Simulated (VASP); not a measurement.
ZnS, 2 atoms in the cell. Symmetry: Imm2, No. 44, orthorhombic system. Conventional cell: a = 3.825 Å, b = 3.825 Å, c = 5.409 Å, α = 90.00°, β = 90.00°, γ = 90.00°. Within 3.0 Å of Zn (site symmetry mm2) lie 4 S at 2.29 to 2.40 Å. Within 3.0 Å of S (site symmetry mm2) lie 4 Zn at 2.29 to 2.40 Å.  This cell differs from its parent crystal: atom 2 (S) moved by (-0.100, +0.000) A along x and y.

* Program: VASP 6.6.1
* Task: single point
* Functional: r2SCAN
* Potentials or basis: VASP PAW PBE potentials, release 64 (Zn, S)
* Cutoff: 520 eV
* k mesh: 8 × 8 × 8
* Occupations: gaussian, width 0.05 eV
* Spin: no spin polarisation
* Dipole correction: no
* Further INCAR settings: ALGO = Normal; EDIFF = 1e-06; NBANDS = 16

Potentials or basis: VASP PAW PBE potentials, release 64 (Zn, S).

Run with:

```sh
$ cat potpaw_PBE.64/Zn/POTCAR potpaw_PBE.64/S/POTCAR > POTCAR
$ cp INCAR.step1 INCAR
$ mpirun -np 1 vasp_std > vasp.out
$ cp INCAR.step2 INCAR
$ mpirun -np 1 vasp_std > vasp.out
```

Hardware: 1 thread of Intel(R) Xeon(R) 6975P-C (Granite Rapids) (shared host).

Q: Estimate the wall time of this run.

A: It took 90 s on 1 thread of Intel(R) Xeon(R) 6975P-C (Granite Rapids), with other jobs on the host, peak memory 0.2 GiB. Counts: k points 95.
